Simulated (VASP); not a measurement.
# Ta4F in VASP: further runs, part 2 of 2

VASP 6.6.1.

**3. Single point, LDA**

INCAR reads:

```
SYSTEM = Ta4F
ALGO = Normal ; DIPOL = 0.5 0.5 0.353
EDIFF = 1E-7 ; ENCUT = 520
IDIPOL = 3 ; ISIF = 2
ISMEAR = 0 ; LASPH = .True.
LCHARG = .True. ; LDIPOL = .True.
LELF = .True. ; LREAL = .False.
LVACPOTAV = .True. ; LVHAR = .True.
LWAVE = .False. ; NBANDS = 34
NELM = 60 ; PREC = Accurate
SIGMA = 0.1
```

KPOINTS reads:

```
k-points
0
Gamma
  8 8 1
  0 0 0
```

POSCAR reads:

```
Ta4F
1.0
    3.2528501167      0.0000000000      0.0000000000
    0.0000000000      3.2528501167      0.0000000000
    0.0000000000      0.0000000000     20.2133955742
Ta F
4 1
Direct
    0.5000000000      0.5000000000      0.1978885727
    0.0000000000      0.0000000000      0.2783513061
    0.5000000000      0.5000000000      0.3580225065
    0.0000000000      0.0000000000      0.4310703534
    0.1250000000      0.5000000000      0.4993379996
```

Potentials or basis: VASP PAW LDA potentials, release 64 (Ta_pv, F).

On the command line:

```console
$ cat potpaw_LDA.64/Ta_pv/POTCAR potpaw_LDA.64/F/POTCAR > POTCAR
$ mpirun -np 1 vasp_std > vasp.out
```

OUTCAR:

```text
SYSTEM = Ta4F
   EDIFF = 1E-7
   ENCUT = 520
   ISIF = 2
   ISMEAR = 0
   LASPH = .True.
   LREAL = .False.
   NELM = 60
   PREC = Accurate

 ion  position               nearest neighbor table
   1  0.500  0.500  0.198-   2 2.82   2 2.82   2 2.82   2 2.82   3 3.24
   2  0.000  0.000  0.278-   3 2.81   3 2.81   3 2.81   3 2.81   1 2.82   1 2.82   1 2.82   1 2.82
                             4 3.09
   3  0.500  0.500  0.358-   4 2.73   4 2.73   4 2.73   4 2.73   2 2.81   2 2.81   2 2.81   2 2.81
                             1 3.24
   4  0.000  0.000  0.431-   5 2.17   5 2.17   3 2.73   3 2.73   3 2.73   3 2.73   2 3.09
   5  0.125  0.500  0.499-   4 2.17   4 2.17

  LATTYP: Found a simple tetragonal cell.
 ALAT       =     3.2528501167
 C/A-ratio  =     6.2140568575

  Lattice vectors:

 A1 = (   3.2528501167,   0.0000000000,   0.0000000000)
 A2 = (   0.0000000000,   3.2528501167,   0.0000000000)
 A3 = (   0.0000000000,   0.0000000000,  20.2133955742)

Analysis of symmetry for initial positions (statically):
=====================================================================
 Subroutine PRICEL returns:
 Original cell was already a primitive cell.

 Routine SETGRP: Setting up the symmetry group for a
 simple tetragonal supercell.

 Subroutine GETGRP returns: Found  2 space group operations
 (whereof  2 operations were pure point group operations)
 out of a pool of 16 trial point group operations.

The static configuration has the point symmetry C_1h.

Analysis of symmetry for dynamics (positions and initial velocities):
=====================================================================
 Subroutine PRICEL returns:
 Original cell was already a primitive cell.

 Routine SETGRP: Setting up the symmetry group for a
 simple tetragonal supercell.

 Subroutine GETGRP returns: Found  2 space group operations
 (whereof  2 operations were pure point group operations)
 out of a pool of 16 trial point group operations.

The dynamic configuration has the point symmetry C_1h.

 Subroutine INISYM returns: Found  2 space group operations
 (whereof  2 operations are pure point group operations),
 and found     1 'primitive' translations

----------------------------------------------------------------------------------------

                                     Primitive cell

  volume of cell :     213.8786

  direct lattice vectors                    reciprocal lattice vectors
     3.252850117  0.000000000  0.000000000     0.307422711  0.000000000  0.000000000
     0.000000000  3.252850117  0.000000000     0.000000000  0.307422711  0.000000000
     0.000000000  0.000000000 20.213395574     0.000000000  0.000000000  0.049472143

  length of vectors
     3.252850117  3.252850117 20.213395574     0.307422711  0.307422711  0.049472143

  position of ions in fractional coordinates (direct lattice)
     0.500000000  0.500000000  0.197888573
     0.000000000  0.000000000  0.278351306
     0.500000000  0.500000000  0.358022506
     0.000000000  0.000000000  0.431070353
     0.125000000  0.500000000  0.499338000

  ion indices of the primitive-cell ions
   primitive index   ion index
                 1           1
                 2           2
                 3           3
                 4           4
                 5           5

[... 32 lines left out ...]
  0.000000  0.250000  0.000000      2.000000
  0.375000  0.000000  0.000000      2.000000
[... 16 lines left out ...]
  0.500000  0.375000  0.000000      2.000000
 -0.375000  0.500000  0.000000      2.000000
   k-points           NKPTS =     25   k-points in BZ     NKDIM =     25   number of bands    NBANDS=     34
   number of dos      NEDOS =    301   number of ions     NIONS =      5
   total plane-waves  NPLWV =  86400
   dimension x,y,z NGX =    24 NGY =   24 NGZ =  150
   dimension x,y,z NGXF=    48 NGYF=   48 NGZF=  300
   ions per type =               4   1
   NGX,Y,Z   is equivalent  to a cutoff of  12.27, 12.27, 12.34 a.u.
   NGXF,Y,Z  is equivalent  to a cutoff of  24.53, 24.53, 24.67 a.u.
 SYSTEM =  Ta4F
   PREC   = accura    normal or accurate (medium, high low for compatibility)
   ISTART =      0    job   : 0-new  1-cont  2-samecut
   ICHARG =      2    charge: 1-file 2-atom 10-const
   ISPIN  =      1    spin polarized calculation?
   LNONCOLLINEAR =      F non collinear calculations
   LSORBIT =      F    spin-orbit coupling
   LASPH  =      T    aspherical Exc in radial PAW
   ENCUT  =  520.0 eV  38.22 Ry    6.18 a.u.   6.05  6.05 37.58*2*pi/ulx,y,z
   NELM   =     60;   NELMIN=  2; NELMDL= -5     # of ELM steps
   EDIFF  = 0.1E-06   stopping-criterion for ELM
   LREAL  =      F    real-space projection
   EDIFFG = 0.1E-05   stopping-criterion for IOM
   NSW    =      0    number of steps for IOM
   IBRION =     -1    ionic relax: 0-MD 1-quasi-New 2-CG
   NFREE  =      0    steps in history (QN), initial steepest desc. (CG)
   ISIF   =      2    stress and relaxation
   ISYM   =      2    0-nonsym 1-usesym 2-fastsym
   POTIM  = 0.5000    time-step for ionic-motion
   TEBEG  =    0.0;   TEEND  =   0.0 temperature during run
   PSTRESS=    0.0 pullay stress
   NELECT =      51.0000    total number of electrons
   NUPDOWN=      -1.0000    fix difference up-down
   EMIN   =  10.00;   EMAX   =-10.00  energy-range for DOS
   EFERMI =   0.00;   METHOD = LEGACY
   ISMEAR =     0;   SIGMA  =   0.10  broadening in eV -4-tet -1-fermi 0-gaus
   EFERMI_NEDOS =   21; number of points for ismear=-14 and -15
   IALGO  =     38    algorithm
   IMIX   =      4    mixing-type and parameters
     AMIX     =   0.40;   BMIX     =  1.00
     AMIX_MAG =   1.60;   BMIX_MAG =  1.00
  volume/ion in A,a.u.               =      42.78       288.66
  Fermi-wavevector in a.u.,A,eV,Ry     =   1.015179  1.918409 14.021994  1.030587
  Thomas-Fermi vector in A             =   2.148449
   LORBIT       =      0    0 simple, 1 ext, 2 COOP (PROOUT), +10 PAW based schemes
   GGA     = CA    functional components
   LHFCALC =     F    Hartree Fock is set to
   AEXX    =    0.0000 exact exchange contribution
   IVDW    =     0    specifies the selected vdW correction
   LEPSILON=     F    determine dielectric tensor
   LRPA    =     F    only Hartree local field effects (RPA)
 non-spin polarized calculation
 Gauss-broadening in eV      SIGMA  =   0.10
  energy-cutoff  :      520.00
  volume of cell :      213.88
 maximum number of plane-waves:      5812
   NGX = 13   NGY = 13   NGZ = 75

 dipolmoment           0.000000      0.000000     -0.578135 electrons x Angstroem

 number of electron      51.0000001 magnetization

 dipolmoment           0.000000      0.000000      0.068058 electrons x Angstroem

 Free energy of the ion-electron system (eV)
  ---------------------------------------------------
  ext. energy  EPLUGINS =         0.00000000
  ---------------------------------------------------
  free energy    TOTEN  =       -53.89870419 eV

  energy without entropy =      -53.87435421  energy(sigma->0) =      -53.88652920

 E-fermi :  -0.8433     XC(G=0):  -5.6494

 val. band max:       -0.8521684929   @ k =   0.0000   0.1250   0.0000
 cond. band min:      -0.8401214768   @ k =   0.5000   0.0000   0.0000
 fundamental gap:      0.0120470160
 Fermi energy:        -0.8433231420

 k-point     1 :       0.0000    0.0000    0.0000
  band No.  band energies     occupation
      1     -35.5668      2.00000
      2     -35.5195      2.00000
      3     -35.3839      2.00000
      4     -35.3673      2.00000
      5     -35.3465      2.00000
      6     -35.3318      2.00000
[... 877 lines left out ...]
     33       3.3591      0.00000
     34       3.6553      0.00000

 [... further k-points ...]

------------------------ aborting loop because EDIFF is reached ----------------------------------------

  FORCE on cell =-STRESS in cart. coord.  units (eV):
  Direction    XX          YY          ZZ          XY          YZ          ZX
  --------------------------------------------------------------------------------------
  -------------------------------------------------------------------------------------
  Total       -2.6059922     -6.5113991      1.1872190      0.0000000      0.0000000     -0.6429796
  in kB      -19.5216406    -48.7772729      8.8935271      0.0000000      0.0000000     -4.8165978
  external PRESSURE =     -19.8017955 kB  Pullay stress =       0.0000000 kB

 VOLUME and BASIS-vectors are now :
 -----------------------------------------------------------------------------
  energy-cutoff  :      520.00
  volume of cell :      213.88
      direct lattice vectors                 reciprocal lattice vectors
     3.252850117  0.000000000  0.000000000     0.307422711  0.000000000  0.000000000
     0.000000000  3.252850117  0.000000000     0.000000000  0.307422711  0.000000000
     0.000000000  0.000000000 20.213395574     0.000000000  0.000000000  0.049472143

 POSITION                                       TOTAL-FORCE (eV/Angst)
 -----------------------------------------------------------------------------------
      1.62643      1.62643      4.00000         0.031532      0.000000      0.821088
      0.00000      0.00000      5.62643         0.007295      0.000000     -0.866687
      1.62643      1.62643      7.23685        -0.134796      0.000000     -1.594739
      0.00000      0.00000      8.71340         0.582426      0.000000      1.576787
      0.40661      1.62643     10.09332        -0.486456      0.000000      0.063551
 -----------------------------------------------------------------------------------
    total drift:                                0.000104      0.000000     -0.000874

  FREE ENERGIE OF THE ION-ELECTRON SYSTEM (eV)
  ---------------------------------------------------
  free  energy   TOTEN  =       -53.8987041908 eV

  energy  without entropy=      -53.8743542095  energy(sigma->0) =      -53.88652920

 vacuum level on the upper side and lower side of the slab         4.592         3.427
```

Wall time 2.9 min (1 thread of Intel Xeon Platinum 8488C (Sapphire Rapids), shared host); peak memory 0.32 GiB.

What came out:

* Free energy: -53.8987 eV
* Largest force: 1.681 eV/Å
* Band gap on the k mesh: zero (an odd number of electrons rules out a gap without spin polarisation)

Forces in eV/Å, atoms in the order of the input:
```
Ta   0.032  0.000  0.821
Ta   0.007  0.000 -0.867
Ta  -0.135  0.000 -1.595
Ta   0.582  0.000  1.577
F   -0.486  0.000  0.064
```

Caveat: spin-orbit coupling is left out, which moves the levels of the heavy elements.

**4. Single point, LDA**

INCAR reads:

```
ALGO = Normal ; DIPOL = 0.5 0.5 0.351
EDIFF = 1E-6 ; ENCUT = 520
IDIPOL = 3 ; ISIF = 2
ISMEAR = 0 ; LASPH = True
LCHARG = True ; LDIPOL = True
LELF = True ; LREAL = False
LVACPOTAV = True ; LVHAR = True
LWAVE = False ; NBANDS = 34
NELM = 60 ; PREC = Accurate
SIGMA = 0.1
```

KPOINTS reads:

```
k-points
0
Gamma
  8 8 1
```

POSCAR, as its differences from that of step 3:

```diff
@@ -12,2 +12,2 @@
     0.0000000000      0.0000000000      0.4310703534
-    0.1250000000      0.5000000000      0.4993379996
+    0.3750000000      0.5000000000      0.4894227324
```

On the command line:

```console
$ cat potpaw_LDA.64/Ta_pv/POTCAR potpaw_LDA.64/F/POTCAR > POTCAR
$ mpirun -np 1 vasp_std > vasp.out
```

Run time: 2.9 min. Hardware: 1 thread of Intel Xeon Platinum 8488C (Sapphire Rapids), shared host; peak memory 0.32 GiB.

The run converged. Its results:

```yaml
Free_energy: -53.1989 eV
Largest_force: 1.407 eV/Å
Band_gap_on_the_k_mesh: zero (an odd number of electrons rules out a gap without spin polarisation)
```

Forces in eV/Å, atoms in the order of the input:
```
Ta   0.104  0.000  0.904
Ta   0.010  0.000 -0.647
Ta  -0.315  0.000 -1.025
Ta   1.202  0.000  0.731
F   -1.002  0.000  0.038
```

Levels at points of the mesh, in eV from the Fermi level:
| k point | band 22 | band 23 | band 24 | band 25 | band 26 | band 27 | band 28 | band 29 | band 30 | band 31 |
| --- | --- | --- | --- | --- | --- | --- | --- | --- | --- | --- |
| (0.00, 0.00, 0.00) | -1.80 | -0.23 | -0.13 | 0.26 | 0.26 | 0.31 | 0.46 | 0.53 | 1.28 | 1.58 |
| (0.50, 0.00, 0.00) | -1.58 | -1.54 | -1.14 | -0.10 | 0.04 | 0.29 | 1.03 | 1.13 | 1.69 | 2.78 |
| (0.00, 0.50, 0.00) | -1.65 | -1.59 | -1.16 | -0.10 | -0.01 | 0.08 | 1.01 | 1.46 | 1.75 | 2.85 |
| (0.50, 0.50, 0.00) | -1.76 | -1.74 | -0.63 | -0.44 | -0.38 | 2.17 | 2.25 | 2.42 | 2.54 | 3.64 |

Caveat: spin-orbit coupling is left out, which moves the levels of the heavy elements.

**5. The runs side by side**

```tsv
cell	gap on the mesh (eV)	largest force (eV/Å)
as given, atomic positions A	none	1.58
as given, atomic positions B	none	1.68
as given, atomic positions C	none	1.41
```

Alike in all rows: task single point; level LDA; potentials or basis VASP PAW LDA potentials, release 64 (Ta_pv, F); no spin polarisation; k mesh 8 × 8 × 1; cutoff (eV) 520; smearing gaussian 0.1 eV.

Caveats: spin-orbit coupling is left out, which moves the levels of the heavy elements.

Total energies depend on the potentials used, so only differences within one code and one set of settings carry meaning.

The gap in the log of VASP goes by the Fermi energy; the results here count the filled bands.